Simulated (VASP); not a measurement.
# Si (Fd-3m) in VASP: further runs

Si is run at these levels: PBEsol; tasks: single point.

All numbers are computed with VASP 6.6.1; they aren't measurements. Logs are shortened: lines on timing, memory, paths and dates and some standing lists are left out, and cuts for length are marked.

## 1. The cell of the first run

It takes space group Fd-3m (No. 227, cubic). The conventional cell has a = 5.435 Å, b = 5.435 Å, c = 5.435 Å, α = 90.00°, β = 90.00°, γ = 90.00°. Within 3.1 Å of Si (site symmetry -43m) lie 4 Si at 2.35 Å.

## 2. Single point, PBEsol, non-collinear spin, zero start, spin-orbit coupling

File INCAR:

```
SYSTEM = Si
PREC     = Accurate       ! precision mode
ENCUT    = 520            ! plane-wave cutoff, eV
EDIFF    = 1E-6           ! SCF threshold, eV
ISMEAR   = -1             ! smearing method
SIGMA    = 0.05           ! smearing width, eV
LREAL    = .False.        ! projectors in reciprocal space
LASPH    = .True.         ! aspherical terms in the spheres
NELM     = 150            ! most SCF steps
ALGO     = Normal         ! electronic algorithm
ISIF     = 2              ! what is computed and relaxed
LWAVE    = .False.        ! write WAVECAR
LCHARG   = .False.        ! write CHGCAR
LNONCOLLINEAR= .True.         ! non-collinear magnetism
MAGMOM   = 0 0 0 0 0 0    ! initial moments
LORBIT   = 11             ! projections on sites
LSORBIT  = .True.         ! spin-orbit coupling
GGA_COMPAT= .False.      
LORBMOM  = .True.       
GGA      = PS             ! functional
NBANDS   = 20             ! bands
```

File KPOINTS:

```
Automatic mesh
0
Gamma
  8 8 8
  0 0 0
```

File POSCAR:

```
Si
1.0
    0.0000000000      2.7175333042      2.7175333042
    2.7175333042      0.0000000000      2.7175333042
    2.7175333042      2.7175333042      0.0000000000
Si
2
Direct
    0.5000000000      0.5000000000      0.5000000000
    0.7500000000      0.7500000000      0.7500000000
```

Potentials or basis: VASP PAW PBE potentials, release 64 (Si).

The run is started by

```bash
$ cat potpaw_PBE.64/Si/POTCAR > POTCAR
$ mpirun -np 1 vasp_ncl > vasp.out
```

OUTCAR:

```text
SYSTEM = Si
   PREC = Accurate
   ENCUT = 520
   EDIFF = 1E-6
   ISMEAR = -1
   LREAL = .False.
   LASPH = .True.
   NELM = 150
   ISIF = 2
   LNONCOLLINEAR = .True.
   LORBIT = 11
   LSORBIT = .True.
   GGA = PS

 ion  position               nearest neighbor table
   1  0.500  0.500  0.500-   2 2.35   2 2.35   2 2.35   2 2.35
   2  0.750  0.750  0.750-   1 2.35   1 2.35   1 2.35   1 2.35

  LATTYP: Found a face centered cubic cell.
 ALAT       =     5.4350666084

  Lattice vectors:

 A1 = (   0.0000000000,   2.7175333042,   2.7175333042)
 A2 = (   2.7175333042,   0.0000000000,   2.7175333042)
 A3 = (   2.7175333042,   2.7175333042,   0.0000000000)

Analysis of symmetry for initial positions (statically):
=====================================================================
 Subroutine PRICEL returns:
 Original cell was already a primitive cell.

 Routine SETGRP: Setting up the symmetry group for a
 face centered cubic supercell.

 Subroutine GETGRP returns: Found 48 space group operations
 (whereof 24 operations were pure point group operations)
 out of a pool of 48 trial point group operations.

The static configuration has the point symmetry T_d .
 The point group associated with its full space group is O_h .

Analysis of symmetry for dynamics (positions and initial velocities):
=====================================================================
 Subroutine PRICEL returns:
 Original cell was already a primitive cell.

 Routine SETGRP: Setting up the symmetry group for a
 face centered cubic supercell.

 Subroutine GETGRP returns: Found 48 space group operations
 (whereof 24 operations were pure point group operations)
 out of a pool of 48 trial point group operations.

The dynamic configuration has the point symmetry T_d .
 The point group associated with its full space group is O_h .

Analysis of structural, dynamic, and magnetic symmetry:
=====================================================================
 Subroutine PRICEL returns:
 Original cell was already a primitive cell.

 Routine SETGRP: Setting up the symmetry group for a
 face centered cubic supercell.

 Subroutine GETGRP returns: Found 48 space group operations
 (whereof 24 operations were pure point group operations)
 out of a pool of 48 trial point group operations.

The overall configuration has the point symmetry T_d .
 The point group associated with its full space group is O_h .

 Subroutine INISYM returns: Found 48 space group operations
 (whereof 24 operations are pure point group operations),
 and found     1 'primitive' translations

----------------------------------------------------------------------------------------

                                     Primitive cell

  volume of cell :      40.1379

  direct lattice vectors                    reciprocal lattice vectors
     0.000000000  2.717533304  2.717533304    -0.183990385  0.183990385  0.183990385
     2.717533304  0.000000000  2.717533304     0.183990385 -0.183990385  0.183990385
     2.717533304  2.717533304  0.000000000     0.183990385  0.183990385 -0.183990385

  length of vectors
     3.843172455  3.843172455  3.843172455     0.318680696  0.318680696  0.318680696

  position of ions in fractional coordinates (direct lattice)
     0.500000000  0.500000000  0.500000000
     0.750000000  0.750000000  0.750000000

  ion indices of the primitive-cell ions
   primitive index   ion index
                 1           1
                 2           2

----------------------------------------------------------------------------------------

 KPOINTS: Automatic mesh

Automatic generation of k-mesh.
 Grid dimensions read from file:
 generate k-points for:    8    8    8

 Generating k-lattice:

  Cartesian coordinates                     Fractional coordinates (reciprocal lattice)
    -0.022998798  0.022998798  0.022998798     0.125000000  0.000000000  0.000000000
     0.022998798 -0.022998798  0.022998798     0.000000000  0.125000000  0.000000000
[... 96 lines left out ...]

 number of electron       8.0000001 magnetization       0.0000000      0.0000000      0.0000000

 number of electron       8.0000001 magnetization      -0.0000000      0.0000000     -0.0000000

 Free energy of the ion-electron system (eV)
  ---------------------------------------------------
  ext. energy  EPLUGINS =         0.00000000
  ---------------------------------------------------
  free energy    TOTEN  =       -11.48946488 eV

  energy without entropy =      -11.48939004  energy(sigma->0) =      -11.48942746

 E-fermi :   6.0013     XC(G=0):  -9.5438

 val. band max:        5.7830197463   @ k =   0.0000   0.0000   0.0000
 cond. band min:       6.2735907966   @ k =   0.3750   0.3750   0.0000
 fundamental gap:      0.4905710503
 Fermi energy:         6.0012629030

 k-point     1 :       0.0000    0.0000    0.0000
  band No.  band energies     occupation
      1      -6.2070      1.00000
      2      -6.2070      1.00000
      3       5.7353      0.99513
      4       5.7353      0.99513
      5       5.7830      0.98744
      6       5.7830      0.98744
[... 541 lines left out ...]
     19      16.2439      0.00000
     20      16.2439      0.00000

 [... further k-points ...]

------------------------ aborting loop because EDIFF is reached ----------------------------------------

  FORCE on cell =-STRESS in cart. coord.  units (eV):
  Direction    XX          YY          ZZ          XY          YZ          ZX
  --------------------------------------------------------------------------------------
  -------------------------------------------------------------------------------------
  Total        0.0103256      0.0103256      0.0103256      0.0000000      0.0000000      0.0000000
  in kB        0.4121648      0.4121648      0.4121648      0.0000000      0.0000000      0.0000000
  external PRESSURE =       0.4121648 kB  Pullay stress =       0.0000000 kB

 VOLUME and BASIS-vectors are now :
 -----------------------------------------------------------------------------
  energy-cutoff  :      520.00
  volume of cell :       40.14
      direct lattice vectors                 reciprocal lattice vectors
     0.000000000  2.717533304  2.717533304    -0.183990385  0.183990385  0.183990385
     2.717533304  0.000000000  2.717533304     0.183990385 -0.183990385  0.183990385
     2.717533304  2.717533304  0.000000000     0.183990385  0.183990385 -0.183990385

 POSITION                                       TOTAL-FORCE (eV/Angst)
 -----------------------------------------------------------------------------------
      2.71753      2.71753      2.71753         0.000000      0.000000      0.000000
      4.07630      4.07630      4.07630        -0.000000     -0.000000     -0.000000
 -----------------------------------------------------------------------------------
    total drift:                                0.000000      0.000000      0.000000

  FREE ENERGIE OF THE ION-ELECTRON SYSTEM (eV)
  ---------------------------------------------------
  free  energy   TOTEN  =       -11.4894648833 eV

  energy  without entropy=      -11.4893900393  energy(sigma->0) =      -11.48942746

 orbital moment (x)

 # of ion     p       tot
 --------------------------------
  1         0.000   0.000
  2         0.000   0.000
 --------------------------------
            0.000   0.000

 orbital moment (y)

 # of ion     p       tot
 --------------------------------
  1        -0.000  -0.000
  2        -0.000  -0.000
 --------------------------------
           -0.000  -0.000

 orbital moment (z)

 # of ion     p       tot
 --------------------------------
  1         0.000   0.000
  2         0.000   0.000
 --------------------------------
            0.000   0.000

 Spin-Orbit-Coupling matrix elements

 Ion:    1  E_soc:     -0.0003247
 l=   1
     0.0000000    -0.0000541    -0.0000541
    -0.0000541     0.0000000    -0.0000541
    -0.0000541    -0.0000541     0.0000000
 l=   2
     0.0000000     0.0000000     0.0000000     0.0000000     0.0000000
     0.0000000     0.0000000     0.0000000     0.0000000     0.0000000
     0.0000000     0.0000000     0.0000000     0.0000000     0.0000000
     0.0000000     0.0000000     0.0000000     0.0000000     0.0000000
     0.0000000     0.0000000     0.0000000     0.0000000     0.0000000
 l=   3
     0.0000000     0.0000000     0.0000000     0.0000000     0.0000000     0.0000000     0.0000000
     0.0000000     0.0000000     0.0000000     0.0000000     0.0000000     0.0000000     0.0000000
     0.0000000     0.0000000     0.0000000     0.0000000     0.0000000     0.0000000     0.0000000
     0.0000000     0.0000000     0.0000000     0.0000000     0.0000000     0.0000000     0.0000000
     0.0000000     0.0000000     0.0000000     0.0000000     0.0000000     0.0000000     0.0000000
     0.0000000     0.0000000     0.0000000     0.0000000     0.0000000     0.0000000     0.0000000
     0.0000000     0.0000000     0.0000000     0.0000000     0.0000000     0.0000000     0.0000000

 Ion:    2  E_soc:     -0.0003247
 l=   1
     0.0000000    -0.0000541    -0.0000541
    -0.0000541     0.0000000    -0.0000541
    -0.0000541    -0.0000541     0.0000000
 l=   2
     0.0000000     0.0000000     0.0000000     0.0000000     0.0000000
     0.0000000     0.0000000     0.0000000     0.0000000     0.0000000
     0.0000000     0.0000000     0.0000000     0.0000000     0.0000000
     0.0000000     0.0000000     0.0000000     0.0000000     0.0000000
     0.0000000     0.0000000     0.0000000     0.0000000     0.0000000
 l=   3
     0.0000000     0.0000000     0.0000000     0.0000000     0.0000000     0.0000000     0.0000000
     0.0000000     0.0000000     0.0000000     0.0000000     0.0000000     0.0000000     0.0000000
     0.0000000     0.0000000     0.0000000     0.0000000     0.0000000     0.0000000     0.0000000
     0.0000000     0.0000000     0.0000000     0.0000000     0.0000000     0.0000000     0.0000000
     0.0000000     0.0000000     0.0000000     0.0000000     0.0000000     0.0000000     0.0000000
     0.0000000     0.0000000     0.0000000     0.0000000     0.0000000     0.0000000     0.0000000
     0.0000000     0.0000000     0.0000000     0.0000000     0.0000000     0.0000000     0.0000000

 total charge

# of ion       s       p       d       tot
------------------------------------------
    1        0.752   0.938   0.000   1.689
    2        0.752   0.938   0.000   1.689
--------------------------------------------------
tot          1.503   1.875   0.000   3.379

 magnetization (x)

# of ion       s       p       d       tot
------------------------------------------
    1        0.000   0.000   0.000   0.000
    2        0.000  -0.000   0.000   0.000
--------------------------------------------------
tot          0.000   0.000   0.000   0.000

 magnetization (y)

# of ion       s       p       d       tot
------------------------------------------
    1        0.000   0.000   0.000   0.000
    2        0.000   0.000   0.000   0.000
--------------------------------------------------
tot          0.000   0.000   0.000   0.000

 magnetization (z)

# of ion       s       p       d       tot
------------------------------------------
    1       -0.000  -0.000   0.000  -0.000
    2       -0.000  -0.000   0.000  -0.000
--------------------------------------------------
tot         -0.000  -0.000   0.000  -0.000
```

Run time: 44 s. Hardware: 1 thread of Intel Xeon 6975P-C, shared host; peak memory 0.27 GiB.

What came out:

```yaml
Free_energy: -11.4895 eV
Pressure: 0.0 GPa
Net_moment: 0.00 μB per cell
Valence_electrons_inside_the_program's_atomic_spheres: Si 1.69
```

Moments on the atoms (μB; x, y, z):
```
Si  0.00 0.00 0.00
Si  0.00 0.00 0.00
```

Caveat: the PAW data sets were made with another functional, which shifts forces and pressure a little.

## 3. Single point, PBEsol

File INCAR:

```
SYSTEM = Si
PREC     = Accurate       ! precision mode
ENCUT    = 500            ! plane-wave cutoff, eV
EDIFF    = 1E-6           ! SCF threshold, eV
ISMEAR   = -1             ! smearing method
SIGMA    = 0.05           ! smearing width, eV
LREAL    = .FALSE.        ! projectors in reciprocal space
LASPH    = .TRUE.         ! aspherical terms in the spheres
NELM     = 120            ! most SCF steps
ALGO     = Normal         ! electronic algorithm
ISIF     = 2              ! what is computed and relaxed
LWAVE    = .FALSE.        ! write WAVECAR
LCHARG   = .FALSE.        ! write CHGCAR
GGA      = PS             ! functional
NBANDS   = 11             ! bands
GGA_COMPAT= .FALSE.
```

File KPOINTS:

```
Automatic mesh
0
G
  6 6 6
  0 0 0
```

File POSCAR:

```
Si
1.0
    0.0000000000      2.7174363873      2.7174363873
    2.7174363873      0.0000000000      2.7174363873
    2.7174363873      2.7174363873      0.0000000000
Si
2
Direct
    0.5000000000      0.5000000000      0.5000000000
    0.7500000000      0.7500000000      0.7500000000
```

Potentials or basis: VASP PAW PBE potentials, release 64 (Si).

The run is started by

```bash
$ cat potpaw_PBE.64/Si/POTCAR > POTCAR
$ mpirun -np 1 vasp_std > vasp.out
```

It took 16 s on 1 thread of AMD EPYC 7R13, shared host; peak memory 0.11 GiB.

The run converged. Its results:

```
Free energy            : -11.4676 eV
Pressure               : 0.1 GPa
Band gap on the k mesh : 0.59 eV, indirect (least direct gap 2.51 eV)
```

Levels at points of the mesh, in eV from the valence-band top:
| k point | band 2 | band 3 | band 4 | band 5 | band 6 | band 7 |
| --- | --- | --- | --- | --- | --- | --- |
| (0.00, 0.00, 0.00) | 0.00 | 0.00 | 0.00 | 2.51 | 2.51 | 2.51 |
| (0.50, 0.00, 0.00) | -7.01 | -1.20 | -1.20 | 1.46 | 3.27 | 3.27 |
| (0.50, 0.50, 0.00) | -7.82 | -2.87 | -2.87 | 0.59 | 0.59 | 10.04 |

Caveat: the PAW data sets were made with another functional, which shifts forces and pressure a little.

## 4. Single point, PBEsol

File INCAR:

```
PREC = Accurate
ENCUT = 500
EDIFF = 1E-6
ISMEAR = -1
SIGMA = 0.05
LREAL = F
LASPH = T
NELM = 120
ALGO = Normal
ISIF = 2
LWAVE = F
LCHARG = T
GGA = PS
LELF = T
LVHAR = T
NBANDS = 11
GGA_COMPAT = F
```

File KPOINTS:

```
Automatic mesh
0
Gamma
  9 9 9
```

POSCAR is that of step 3.

The run is started by

```bash
$ cat potpaw_PBE.64/Si/POTCAR > POTCAR
$ mpirun -np 1 vasp_std > vasp.out
```

Wall time 32 s (1 thread of AMD EPYC 7R13, shared host); peak memory 0.12 GiB.

It converged, with:

```
Free energy            : -11.4916 eV
Pressure               : 0.0 GPa
Band gap on the k mesh : 0.47 eV, indirect (least direct gap 2.52 eV)
```

Levels at points of the mesh, in eV from the valence-band top:
```csv
k point,band 2,band 3,band 4,band 5,band 6,band 7
"(0.00, 0.00, 0.00)",0.00,0.00,0.00,2.52,2.52,2.52
```

Caveat: the PAW data sets were made with another functional, which shifts forces and pressure a little.

## 5. Overview

```csv
spin,k mesh,cutoff (eV),gap on the mesh (eV),pressure (GPa)
"non-collinear, zero start, SOC",8 × 8 × 8,520,-,0.0
off,6 × 6 × 6,500,0.59,0.1
off,9 × 9 × 9,500,0.47,0.0
```

Alike in all rows: task single point; level PBEsol; potentials or basis VASP PAW PBE potentials, release 64 (Si); cell a = 3.843 Å, angles 60.0°, 2 atoms; smearing fermi-dirac 0.05 eV.

Caveats: the PAW data sets were made with another functional, which shifts forces and pressure a little.

Absolute energies hang on the potentials; compare differences alone.
